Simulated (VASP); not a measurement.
# WSe2 (R3m) in VASP: further runs, part 2 of 2

VASP 6.6.1. Earlier steps stand in the parts before.

## 3. Single point, r2SCAN

The input, POSCAR:

```
WSe2
1.0
    1.6510739566      0.9532479933      6.5796479446
   -1.6510739566      0.9532479933      6.5796479446
    0.0000000000     -1.9064959866      6.5796479446
W Se
1 2
Direct
   -0.0000183143     -0.0000183143     -0.0000183143
    0.4176504316      0.4176504316      0.4176504316
    0.2490345494      0.2490345494      0.2490345494
```

The input, INCAR.step1:

```
ALGO = Normal
EDIFF = 1E-5
ENCUT = 550
GGA = PE
GGA_COMPAT = False
ISMEAR = -1
LASPH = True
LCHARG = False
LREAL = False
LWAVE = True
NBANDS = 20
NELM = 120
PREC = Accurate
SIGMA = 0.2
```

The input, INCAR.step2:

```
ALGO = Normal
EDIFF = 1E-6
ENCUT = 550
GGA_COMPAT = False
ISIF = 2
ISMEAR = -1
ISTART = 1
LASPH = True
LCHARG = False
LMIXTAU = True
LREAL = False
LWAVE = False
METAGGA = R2SCAN
NBANDS = 20
NELM = 120
PREC = Accurate
SIGMA = 0.2
```

The input, KPOINTS:

```
k-points
0
Gamma
  6 6 6
```

Potentials or basis: VASP PAW PBE potentials, release 64 (W_sv, Se).

The run is started by

```
cat potpaw_PBE.64/W_sv/POTCAR potpaw_PBE.64/Se/POTCAR > POTCAR
cp INCAR.step1 INCAR
mpirun -np 1 vasp_std > vasp.out
cp INCAR.step2 INCAR
mpirun -np 1 vasp_std > vasp.out
```

It took 25 min on 1 thread of Intel Xeon 8259CL, shared host; peak memory 0.45 GiB.

It converged, with:

- Free energy: -81.7790 eV
- Pressure: 1.7 GPa
- Largest force: 0.013 eV/Å
- Band gap on the k mesh: 1.20 eV (least direct gap 1.69 eV)

Forces in eV/Å, atoms in the order of the input:
```
W    0.000  0.000  0.000
Se   0.000  0.000  0.013
Se   0.000  0.000 -0.013
```

Stress tensor (GPa, compression positive):
```
1.70 0.00 0.00
0.00 1.70 0.00
0.00 0.00 1.57
```

Levels at points of the mesh, in eV from the valence-band top:
```tsv
k point	band 11	band 12	band 13	band 14	band 15	band 16
(0.00, 0.00, 0.00)	-1.72	-1.31	-1.06	2.71	2.71	3.01
(0.50, 0.00, 0.00)	-2.36	-1.48	-1.33	2.23	2.48	3.78
(0.50, 0.50, 0.00)	-2.92	-1.53	-1.32	2.19	2.64	3.42
(0.50, 0.50, 0.50)	-1.69	-1.69	0.00	2.81	2.81	2.87
```

Caveat: the PAW data sets were made with another functional, which shifts forces and pressure a little; spin-orbit coupling is left out, which moves the levels of the heavy elements. A k mesh can miss the band edges.

## 4. Single point, r2SCAN+D4

POSCAR is that of step 3.

The input, INCAR.step1:

```
SYSTEM = WSe2
ALGO = Normal
EDIFF = 1E-5
ENCUT = 550
GGA = PE
GGA_COMPAT = .False.
ISMEAR = 0
LASPH = .True.
LCHARG = .False.
LREAL = .False.
LWAVE = .True.
NBANDS = 20
NELM = 120
PREC = Accurate
SIGMA = 0.01
```

The input, INCAR.step2:

```
SYSTEM = WSe2
ALGO = Normal
EDIFF = 1E-6
ENCUT = 550
GGA_COMPAT = .False.
ISIF = 2
ISMEAR = 0
ISTART = 1
IVDW = 13
LASPH = .True.
LCHARG = .False.
LMIXTAU = .True.
LREAL = .False.
LWAVE = .False.
METAGGA = R2SCAN
NBANDS = 20
NELM = 120
PREC = Accurate
SIGMA = 0.01
VDW_A1 = 0.51559235
VDW_A2 = 5.77342911
VDW_S6 = 1.0
VDW_S8 = 0.6018749
```

The input, KPOINTS:

```
k-points
0
Gamma
  6 6 6
  0 0 0
```

Potentials or basis: VASP PAW PBE potentials, release 64 (W_sv, Se).

The run is started by

```
cat potpaw_PBE.64/W_sv/POTCAR potpaw_PBE.64/Se/POTCAR > POTCAR
cp INCAR.step1 INCAR
mpirun -np 1 vasp_std > vasp.out
cp INCAR.step2 INCAR
mpirun -np 1 vasp_std > vasp.out
```

OUTCAR:

```text
SYSTEM = WSe2
   EDIFF = 1E-6
   ENCUT = 550
   ISIF = 2
   ISMEAR = 0
   ISTART = 1
   IVDW = 13
   LASPH = .True.
   LREAL = .False.
   METAGGA = R2SCAN
   NELM = 120
   PREC = Accurate

 ion  position               nearest neighbor table
   1  1.000  1.000  1.000-   3 2.53   3 2.53   3 2.53   2 2.53   2 2.53   2 2.53
   2  0.418  0.418  0.418-   1 2.53   1 2.53   1 2.53
   3  0.249  0.249  0.249-   1 2.53   1 2.53   1 2.53

  LATTYP: Found a trigonal (rhomboedric) cell.
 ALAT       =     6.8502915282
 COS(alpha) =     0.8838163700

[... 745 lines left out ...]

  DFT-D4 for vdW energy calculation

  Edisp (eV):   -0.49199

  FORCE on cell =-STRESS in cart. coord.  units (eV):
  Direction    XX          YY          ZZ          XY          YZ          ZX
  --------------------------------------------------------------------------------------
  -------------------------------------------------------------------------------------
  Total       0.18710     0.18710     0.17049     0.00000     0.00000     0.00000
  in kB       4.82465     4.82465     4.39620     0.00000     0.00000     0.00000
  external pressure =        4.68 kB  Pullay stress =        0.00 kB

 VOLUME and BASIS-vectors are now :
 -----------------------------------------------------------------------------
  energy-cutoff  :      550.00
  volume of cell :       62.13
      direct lattice vectors                 reciprocal lattice vectors
     1.651073957  0.953247993  6.579647945     0.302833194  0.174840826  0.050661272
    -1.651073957  0.953247993  6.579647945    -0.302833194  0.174840826  0.050661272
     0.000000000 -1.906495987  6.579647945     0.000000000 -0.349681652  0.050661272

 POSITION                                       TOTAL-FORCE (eV/Angst)
 -----------------------------------------------------------------------------------
      0.00000      0.00000     19.73858         0.000000      0.000000      0.000644
      0.00000      0.00000      8.24398         0.000000      0.000000      0.020691
      0.00000      0.00000      4.91568         0.000000      0.000000     -0.021334
 -----------------------------------------------------------------------------------
    total drift:                                0.000000      0.000000     -0.000122

  FREE ENERGIE OF THE ION-ELECTRON SYSTEM (eV)
  ---------------------------------------------------
  free  energy   TOTEN  =       -82.2687505805 eV

  energy  without entropy=      -82.2687505805  energy(sigma->0) =      -82.26875058
```

Wall time 22 min (1 thread of Intel Xeon 8259CL, shared host); peak memory 0.45 GiB.

What came out:

| Property | Result |
| --- | --- |
| Free energy | -82.2688 eV |
| Pressure | 0.5 GPa |
| Largest force | 0.021 eV/Å |
| Band gap on the k mesh | 1.20 eV (least direct gap 1.69 eV) |
| Dispersion energy per atom | -0.164 eV |

Forces in eV/Å, atoms in the order of the input:
```
W    0.000  0.000  0.001
Se   0.000  0.000  0.021
Se   0.000  0.000 -0.021
```

Caveat: the PAW data sets were made with another functional, which shifts forces and pressure a little; spin-orbit coupling is left out, which moves the levels of the heavy elements. A k mesh can miss the band edges.

## 5. The runs side by side

| level | smearing | gap on the mesh (eV) | pressure (GPa) | largest force (eV/Å) |
| --- | --- | --- | --- | --- |
| r2SCAN | gaussian 0.05 eV | 1.20 | 1.6 | 0.01 |
| r2SCAN | fermi-dirac 0.2 eV | 1.20 | 1.7 | 0.01 |
| r2SCAN+D4 | gaussian 0.01 eV | 1.20 | 0.5 | 0.02 |

Alike in all rows: task single point; potentials or basis VASP PAW PBE potentials, release 64 (W_sv, Se); no spin polarisation; cell as given; k mesh 6 × 6 × 6; cutoff (eV) 550.

The pressure there spans 0.5 GPa (r2SCAN+D4) to 1.7 GPa (r2SCAN); a positive pressure means that this level wants a larger cell, a negative one a smaller.

Caveats: the PAW data sets were made with another functional, which shifts forces and pressure a little; spin-orbit coupling is left out, which moves the levels of the heavy elements.

Total energies depend on the potentials used, so only differences within one code and one set of settings carry meaning.
